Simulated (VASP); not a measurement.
# La (P6_3/mmc) in VASP: notebook

La is run at these levels: PBEsol+D3(BJ); tasks: single point.

Program: VASP 6.6.1. These are calculated values, not measurements. Logs are shortened: lines on timing, memory, paths and dates and some standing lists are left out, and cuts for length are marked.

### Step 1. The cell of the first run

Symmetry: P6_3/mmc, No. 194, hexagonal system. Conventional cell: a = 3.551 Å, b = 3.551 Å, c = 11.452 Å, α = 90.00°, β = 90.00°, γ = 120.00°. La (site symmetry -3m) has 12 La at 3.52 to 3.55 Å within 4.6 Å. La (site symmetry -6m2) has 12 La at 3.52 to 3.55 Å within 4.6 Å.

### Step 2. Single point, PBEsol+D3(BJ)

INCAR

```
SYSTEM = La
ALGO = Normal ; EDIFF = 1E-6
ENCUT = 520 ; GGA = PS
ISIF = 2 ; ISMEAR = -1
IVDW = 12 ; LASPH = .TRUE.
LCHARG = .FALSE. ; LREAL = .FALSE.
LWAVE = .FALSE. ; NBANDS = 30
NELM = 60 ; PREC = Accurate
SIGMA = 0.05
```

KPOINTS

```
k-points
0
G
  7 7 2
  0 0 0
```

POSCAR

```
La
1.0
    3.5507824853      0.0000000000      0.0000000000
   -1.7753912426      3.0750678356      0.0000000000
    0.0000000000      0.0000000000     11.4519724895
La
4
Direct
    0.0000000000      0.0000000000      0.0000000000
    0.0000000000      0.0000000000      0.5000000000
    0.3333333333      0.6666666667      0.7500000000
    0.6666666667      0.3333333333      0.2500000000
```

Potentials or basis: VASP PAW PBE potentials, release 64 (La).

Run with:

```sh
> cat potpaw_PBE.64/La/POTCAR > POTCAR
> mpirun -np 1 vasp_std > vasp.out
```

OUTCAR:

```text
SYSTEM = La
   EDIFF = 1E-6
   ENCUT = 520
   GGA = PS
   ISIF = 2
   ISMEAR = -1
   IVDW = 12
   LASPH = .TRUE.
   LREAL = .FALSE.
   NELM = 60
   PREC = Accurate
 IVDW          = 12

 ion  position               nearest neighbor table
   1  0.000  0.000  0.000-   3 3.52   4 3.52   3 3.52   4 3.52   4 3.52   3 3.52
   2  0.000  0.000  0.500-   3 3.52   4 3.52   3 3.52   4 3.52   4 3.52   3 3.52
   3  0.333  0.667  0.750-   1 3.52   2 3.52   1 3.52   2 3.52   1 3.52   2 3.52
   4  0.667  0.333  0.250-   1 3.52   2 3.52   1 3.52   2 3.52   1 3.52   2 3.52

  LATTYP: Found a hexagonal cell.
 ALAT       =     3.5507824853
 C/A-ratio  =     3.2251968508

  Lattice vectors:

 A1 = (   3.5507824853,   0.0000000000,   0.0000000000)
 A2 = (  -1.7753912426,   3.0750678356,   0.0000000000)
 A3 = (   0.0000000000,   0.0000000000,  11.4519724895)

Analysis of symmetry for initial positions (statically):
=====================================================================
 Subroutine PRICEL returns:
 Original cell was already a primitive cell.

 Routine SETGRP: Setting up the symmetry group for a
 hexagonal supercell.

 Subroutine GETGRP returns: Found 24 space group operations
 (whereof 12 operations were pure point group operations)
 out of a pool of 24 trial point group operations.

The static configuration has the point symmetry D_3d.
 The point group associated with its full space group is D_6h.

Analysis of symmetry for dynamics (positions and initial velocities):
=====================================================================
 Subroutine PRICEL returns:
 Original cell was already a primitive cell.

 Routine SETGRP: Setting up the symmetry group for a
 hexagonal supercell.

 Subroutine GETGRP returns: Found 24 space group operations
 (whereof 12 operations were pure point group operations)
 out of a pool of 24 trial point group operations.

The dynamic configuration has the point symmetry D_3d.
 The point group associated with its full space group is D_6h.

 Subroutine INISYM returns: Found 24 space group operations
 (whereof 12 operations are pure point group operations),
 and found     1 'primitive' translations

----------------------------------------------------------------------------------------

                                     Primitive cell

  volume of cell :     125.0429

  direct lattice vectors                    reciprocal lattice vectors
     3.550782485  0.000000000  0.000000000     0.281628065  0.162598039  0.000000000
    -1.775391243  3.075067836  0.000000000     0.000000000  0.325196078  0.000000000
     0.000000000  0.000000000 11.451972489     0.000000000  0.000000000  0.087321202

  length of vectors
     3.550782485  3.550782485 11.451972489     0.325196078  0.325196078  0.087321202

  position of ions in fractional coordinates (direct lattice)
     0.000000000  0.000000000  0.000000000
     0.000000000  0.000000000  0.500000000
     0.333333333  0.666666667  0.750000000
     0.666666667  0.333333333  0.250000000

  ion indices of the primitive-cell ions
   primitive index   ion index
                 1           1
                 2           2
                 3           3
                 4           4

----------------------------------------------------------------------------------------

 KPOINTS: k-points

Automatic generation of k-mesh.
 Grid dimensions read from file:
 generate k-points for:    7    7    2

 Generating k-lattice:

  Cartesian coordinates                     Fractional coordinates (reciprocal lattice)
     0.040232581  0.023228291  0.000000000     0.142857143  0.000000000  0.000000000
     0.000000000  0.046456583  0.000000000     0.000000000  0.142857143  0.000000000
     0.000000000  0.000000000  0.043660601     0.000000000  0.000000000  0.500000000

  Length of vectors
     0.046456583  0.046456583  0.043660601

  Shift w.r.t. Gamma in fractional coordinates (k-lattice)
     0.000000000  0.000000000  0.000000000

 Subroutine IBZKPT returns following result:
 ===========================================

 Found     16 irreducible k-points:

 Following reciprocal coordinates:
            Coordinates               Weight
  0.000000  0.000000  0.000000      1.000000
  0.142857  0.000000  0.000000      6.000000
  0.285714  0.000000  0.000000      6.000000
  0.428571  0.000000  0.000000      6.000000
  0.142857  0.142857  0.000000      6.000000
  0.285714  0.142857  0.000000     12.000000
[... 8 lines left out ...]
  0.428571  0.142857  0.500000      6.000000
  0.285714  0.285714  0.500000      6.000000
   k-points           NKPTS =     16   k-points in BZ     NKDIM =     16   number of bands    NBANDS=     30
   number of dos      NEDOS =    301   number of ions     NIONS =      4
   total plane-waves  NPLWV =  70560
   dimension x,y,z NGX =    28 NGY =   28 NGZ =   90
   dimension x,y,z NGXF=    56 NGYF=   56 NGZF=  180
   ions per type =               4
   NGX,Y,Z   is equivalent  to a cutoff of  13.11, 13.11, 13.07 a.u.
   NGXF,Y,Z  is equivalent  to a cutoff of  26.22, 26.22, 26.13 a.u.
 SYSTEM =  La
   PREC   = accura    normal or accurate (medium, high low for compatibility)
   ISTART =      0    job   : 0-new  1-cont  2-samecut
   ICHARG =      2    charge: 1-file 2-atom 10-const
   ISPIN  =      1    spin polarized calculation?
   LNONCOLLINEAR =      F non collinear calculations
   LSORBIT =      F    spin-orbit coupling
   LASPH  =      T    aspherical Exc in radial PAW
   ENCUT  =  520.0 eV  38.22 Ry    6.18 a.u.   6.60  6.60 21.29*2*pi/ulx,y,z
   NELM   =     60;   NELMIN=  2; NELMDL= -5     # of ELM steps
   EDIFF  = 0.1E-05   stopping-criterion for ELM
   LREAL  =      F    real-space projection
   EDIFFG = 0.1E-04   stopping-criterion for IOM
   NSW    =      0    number of steps for IOM
   IBRION =     -1    ionic relax: 0-MD 1-quasi-New 2-CG
   NFREE  =      0    steps in history (QN), initial steepest desc. (CG)
   ISIF   =      2    stress and relaxation
   ISYM   =      2    0-nonsym 1-usesym 2-fastsym
   POTIM  = 0.5000    time-step for ionic-motion
   TEBEG  =    0.0;   TEEND  =   0.0 temperature during run
   PSTRESS=    0.0 pullay stress
   NELECT =      44.0000    total number of electrons
   NUPDOWN=      -1.0000    fix difference up-down
   EMIN   =  10.00;   EMAX   =-10.00  energy-range for DOS
   EFERMI =   0.00;   METHOD = LEGACY
   ISMEAR =    -1;   SIGMA  =   0.05  broadening in eV -4-tet -1-fermi 0-gaus
   EFERMI_NEDOS =   21; number of points for ismear=-14 and -15
   IALGO  =     38    algorithm
   IMIX   =      4    mixing-type and parameters
     AMIX     =   0.40;   BMIX     =  1.00
     AMIX_MAG =   1.60;   BMIX_MAG =  1.00
  volume/ion in A,a.u.               =      31.26       210.96
  Fermi-wavevector in a.u.,A,eV,Ry     =   1.155773  2.184095 18.174828  1.335812
  Thomas-Fermi vector in A             =   2.292399
   LORBIT       =      0    0 simple, 1 ext, 2 COOP (PROOUT), +10 PAW based schemes
   GGA     = PS    functional components
   LHFCALC =     F    Hartree Fock is set to
   AEXX    =    0.0000 exact exchange contribution
   IVDW    =    12    specifies the selected vdW correction
   LEPSILON=     F    determine dielectric tensor
   LRPA    =     F    only Hartree local field effects (RPA)
 non-spin polarized calculation
  energy-cutoff  :      520.00
  volume of cell :      125.04
 maximum number of plane-waves:      3426
 NGX is ok and might be reduce to    28
   NGX = 13   NGY = 13   NGZ = 43

 number of electron      43.9999999 magnetization

 Free energy of the ion-electron system (eV)
  ---------------------------------------------------
  ext. energy  EPLUGINS =         0.00000000
  ---------------------------------------------------
  free energy    TOTEN  =       -21.35735314 eV

  energy without entropy =      -21.31312617  energy(sigma->0) =      -21.33523965

 E-fermi :   9.5317     XC(G=0): -10.4136

 val. band max:        9.5166285419   @ k =   0.4286   0.1429   0.0000
 cond. band min:       9.5722724936   @ k =   0.4286   0.1429   0.0000
 fundamental gap:      0.0556439517
 Fermi energy:         9.5317013214

 k-point     1 :       0.0000    0.0000    0.0000
  band No.  band energies     occupation
      1     -23.1964      2.00000
      2     -23.0074      2.00000
      3     -22.9984      2.00000
      4     -22.7970      2.00000
      5      -7.9576      2.00000
      6      -6.9076      2.00000
[... 22 lines left out ...]
     29      11.0486      0.00000
     30      11.1244      0.00000

 k-point     2 :       0.1429    0.0000    0.0000
  band No.  band energies     occupation
      1     -23.1362      2.00000
      2     -22.9622      2.00000
      3     -22.9532      2.00000
      4     -22.7690      2.00000
      5      -7.8277      2.00000
      6      -6.9628      2.00000
[... 22 lines left out ...]
     29      11.2456      0.00000
     30      11.3291      0.00000

 k-point     3 :       0.2857    0.0000    0.0000
  band No.  band energies     occupation
      1     -22.9890      2.00000
      2     -22.8584      2.00000
      3     -22.8491      2.00000
      4     -22.7133      2.00000
      5      -7.5195      2.00000
      6      -7.3613      2.00000
[... 22 lines left out ...]
     29      11.1013      0.00000
     30      11.4600      0.00000

 k-point     4 :       0.4286    0.0000    0.0000
  band No.  band energies     occupation
      1     -22.8464      2.00000
      2     -22.7728      2.00000
      3     -22.7629      2.00000
      4     -22.6879      2.00000
      5      -7.8276      2.00000
      6      -7.7787      2.00000
[... 22 lines left out ...]
     29      11.5449      0.00000
     30      11.5656      0.00000

 k-point     5 :       0.1429    0.1429    0.0000
  band No.  band energies     occupation
      1     -23.0321      2.00000
      2     -22.8876      2.00000
      3     -22.8783      2.00000
      4     -22.7273      2.00000
      5      -7.5901      2.00000
      6      -7.1770      2.00000
[... 22 lines left out ...]
     29      11.1899      0.00000
     30      11.2173      0.00000
[... 262 lines left out ...]
     29      11.3657      0.00000
     30      11.3731      0.00000

 k-point    14 :       0.2857    0.1429    0.5000
  band No.  band energies     occupation
      1     -22.8552      2.00000
      2     -22.8552      2.00000
      3     -22.7184      2.00000
      4     -22.7184      2.00000
      5      -7.5298      2.00000
      6      -7.5298      2.00000
[... 22 lines left out ...]
     29      11.1401      0.00000
     30      11.1401      0.00000

 k-point    15 :       0.4286    0.1429    0.5000
  band No.  band energies     occupation
      1     -22.7816      2.00000
      2     -22.7816      2.00000
      3     -22.7059      2.00000
      4     -22.7059      2.00000
      5      -7.7008      2.00000
      6      -7.7008      2.00000
[... 22 lines left out ...]
     29      11.6110      0.00000
     30      11.6193      0.00000

 k-point    16 :       0.2857    0.2857    0.5000
  band No.  band energies     occupation
      1     -22.7605      2.00000
      2     -22.7605      2.00000
      3     -22.7060      2.00000
      4     -22.7060      2.00000
      5      -7.4931      2.00000
      6      -7.4931      2.00000
[... 22 lines left out ...]
     29      11.2340      0.00000
     30      11.2412      0.00000

------------------------ aborting loop because EDIFF is reached ----------------------------------------

 Edisp (eV)   -2.38935

 E8    (eV) :    -1.8579

  FORCE on cell =-STRESS in cart. coord.  units (eV):
  Direction    XX          YY          ZZ          XY          YZ          ZX
  --------------------------------------------------------------------------------------
  -------------------------------------------------------------------------------------
  Total      -0.39220    -0.39220     0.21577    -0.00000    -0.00000     0.00000
  in kB      -5.02532    -5.02532     2.76470    -0.00000    -0.00000     0.00000
  external pressure =       -2.43 kB  Pullay stress =        0.00 kB

 VOLUME and BASIS-vectors are now :
 -----------------------------------------------------------------------------
  energy-cutoff  :      520.00
  volume of cell :      125.04
      direct lattice vectors                 reciprocal lattice vectors
     3.550782485  0.000000000  0.000000000     0.281628065  0.162598039  0.000000000
    -1.775391243  3.075067836  0.000000000     0.000000000  0.325196078  0.000000000
     0.000000000  0.000000000 11.451972489     0.000000000  0.000000000  0.087321202

 POSITION                                       TOTAL-FORCE (eV/Angst)
 -----------------------------------------------------------------------------------
      0.00000      0.00000      0.00000         0.000000      0.000000      0.000000
      0.00000      0.00000      5.72599         0.000000      0.000000      0.000000
     -0.00000      2.05005      8.58898         0.000000     -0.000000      0.000000
      1.77539      1.02502      2.86299        -0.000000      0.000000     -0.000000
 -----------------------------------------------------------------------------------
    total drift:                               -0.000000      0.000000      0.000000

  FREE ENERGIE OF THE ION-ELECTRON SYSTEM (eV)
  ---------------------------------------------------
  free  energy   TOTEN  =       -23.7466998109 eV

  energy  without entropy=      -23.7024728449  energy(sigma->0) =      -23.72458633
```

It took 74 s on 1 thread of AMD EPYC 9R45 (Zen 5), shared host; peak memory 0.24 GiB.

Results:

```
Free energy                : -23.7467 eV
Pressure                   : -0.2 GPa
Band gap on the k mesh     : zero (band 22 reaches 10.37 eV, above the bottom of band 23 at 9.41 eV)
Dispersion energy per atom : -0.597 eV
```

Caveat: three body term missing; the PAW data sets were made with another functional, which shifts forces and pressure a little; spin-orbit coupling is left out, which moves the levels of the heavy elements; pairwise dispersion overbinds metals, which lowers pressure and volume.

### Step 3. Single point, PBEsol+D3(BJ)

This run uses another cell than the first one, of 37.42 Å³/atom, 1.197 times its volume.

INCAR

```
SYSTEM = La
ALGO = Normal
EDIFF = 1E-6
ENCUT = 520
GGA = PS
ISIF = 2
ISMEAR = -1
IVDW = 12
LASPH = .TRUE.
LCHARG = .TRUE.
LELF = .TRUE.
LREAL = .FALSE.
LVHAR = .TRUE.
LWAVE = .FALSE.
NBANDS = 30
NELM = 100
PREC = Accurate
SIGMA = 0.05
```

KPOINTS is that of step 2.

POSCAR

```
La
1.0
    3.7700000000      0.0000000000      0.0000000000
   -1.8850000000      3.2649200000      0.0000000000
    0.0000000000      0.0000000000     12.1590000000
La
4
Direct
    0.0000000000      0.0000000000      0.0000000000
    0.0000000000      0.0000000000      0.5000000000
    0.3333333333      0.6666666667      0.7500000000
    0.6666666667      0.3333333333      0.2500000000
```

Potentials or basis: VASP PAW PBE potentials, release 64 (La).

Run with:

```sh
> cat potpaw_PBE.64/La/POTCAR > POTCAR
> mpirun -np 1 vasp_std > vasp.out
```

It took 78 s on 1 thread of AMD EPYC 9R45 (Zen 5), shared host; peak memory 0.25 GiB.

The run converged. Its results:

| Property | Result |
| --- | --- |
| Free energy | -23.3406 eV |
| Pressure | -4.5 GPa |
| Band gap on the k mesh | zero (band 22 reaches 8.46 eV, above the bottom of band 23 at 7.53 eV) |
| Dispersion energy per atom | -0.497 eV |

Stress tensor (GPa, compression positive):
```
-4.67  0.00  0.00
 0.00 -4.67  0.00
 0.00  0.00 -4.28
```

Levels at points of the mesh, in eV from the Fermi level:
```tsv
k point	band 20	band 21	band 22	band 23	band 24	band 25
(0.00, 0.00, 0.00)	-1.75	0.52	0.64	1.27	1.27	1.29
(0.00, 0.00, 0.50)	-1.69	0.82	0.82	1.25	1.25	1.33
```

Caveat: three body term missing; the PAW data sets were made with another functional, which shifts forces and pressure a little; spin-orbit coupling is left out, which moves the levels of the heavy elements; pairwise dispersion overbinds metals, which lowers pressure and volume.
